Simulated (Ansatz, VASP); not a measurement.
ScTaN in VASP and in Ansatz

The input INCAR:

```
PREC     = Accurate       # precision mode
ENCUT    = 600            # plane-wave cutoff, eV
EDIFF    = 1E-6           # SCF threshold, eV
ISMEAR   = -1             # smearing method
SIGMA    = 0.05           # smearing width, eV
LREAL    = F              # projectors in reciprocal space
LASPH    = T              # aspherical terms in the spheres
NELM     = 100            # most SCF steps
ALGO     = Normal         # electronic algorithm
ISIF     = 3              # what is computed and relaxed
LWAVE    = F              # write WAVECAR
LCHARG   = F              # write CHGCAR
GGA      = CA             # functional
IBRION   = 2              # ionic algorithm
NSW      = 60             # ionic steps
EDIFFG   = -0.01          # ionic threshold
```

KPOINTS

```
regular mesh
0
Gamma
  10 10 3
```

POSCAR

```
ScTaN
1.0
    3.0850655424      0.0000000000      0.0000000000
   -1.5425327712      2.6717451321      0.0000000000
    0.0000000000      0.0000000000     10.3401360000
Ta Sc N
2 2 2
Direct
    0.3333333333      0.6666666667      0.2456310000
    0.6666666667      0.3333333333      0.7543690000
    0.0000000000      0.0000000000      0.0000000000
    0.0000000000      0.0000000000      0.5000000000
    0.3333333333      0.6666666667      0.6298410000
    0.6666666667      0.3333333333      0.3701590000
```

The input input.yaml:

```yaml
crystal:
  lattice:
    - [3.0850655424, 0.0, 0.0]
    - [-1.5425327712, 2.6717451321, 0.0]
    - [0.0, 0.0, 10.340136]
  atoms:
    - { symbol: Ta, position: [0.3333333333, 0.6666666667, 0.245631] }
    - { symbol: Ta, position: [0.6666666667, 0.3333333333, 0.754369] }
    - { symbol: Sc, position: [0.0, 0.0, 0.0] }
    - { symbol: Sc, position: [0.0, 0.0, 0.5] }
    - { symbol: "N", position: [0.3333333333, 0.6666666667, 0.629841] }
    - { symbol: "N", position: [0.6666666667, 0.3333333333, 0.370159] }
hamiltonian:
  xc: lda
  pseudopotentials: { kind: paw }
kpoints:
  mp_grid: { grid: [10, 10, 3] }
scf:
  occupations: { method: fermi_dirac, width: 0.05 }
output:
  forces: true
  stress: true
  eigenvalues: true
relax:
  f_tol: 0.01
  max_steps: 40
  cell: { stress_tol: 0.05 }
```

Alike in both runs: task relaxation of cell and atoms; functional LDA; k mesh 10 × 10 × 3; occupations fermi-dirac, width 0.05 eV; no spin polarisation.

|  | VASP | Ansatz |
| --- | --- | --- |
| version | VASP 6.6.1 | Ansatz 0.2.0 |
| potentials or method | VASP PAW LDA potentials, release 64 (Ta_pv, Sc_sv, N) | Ansatz PAW |
| plane-wave cutoff (eV) | 600 | 420 |
| valence electrons in the cell | 54 | 58 |

Ansatz gave:

```
gap on the k mesh at the Fermi level, each at its own relaxed structure (eV) : none
relaxed volume (Å³/atom)                                                     : 13.41
relaxed cell length with the largest relative difference (Å)                 : 3.029
```

Q: Which values does VASP return?

A: gap on the k mesh at the Fermi level, each at its own relaxed structure (eV): none; relaxed volume (Å³/atom): 13.48; relaxed cell length with the largest relative difference (Å): 3.035.

LDA's correlation is that of Perdew and Zunger in VASP and of Perdew and Wang (1992) in Ansatz. A gap of «none» marks a metal or a gap that the smearing closes. VASP's potentials hold 54 valence electrons a cell and Ansatz's 58, so a difference there can come from the potentials and not from the codes.

Neither program's run includes spin-orbit coupling. Noted on Ansatz's run: the plane-wave basis is chosen anew once the cell has moved, so the energies of steps on either side of that aren't comparable.
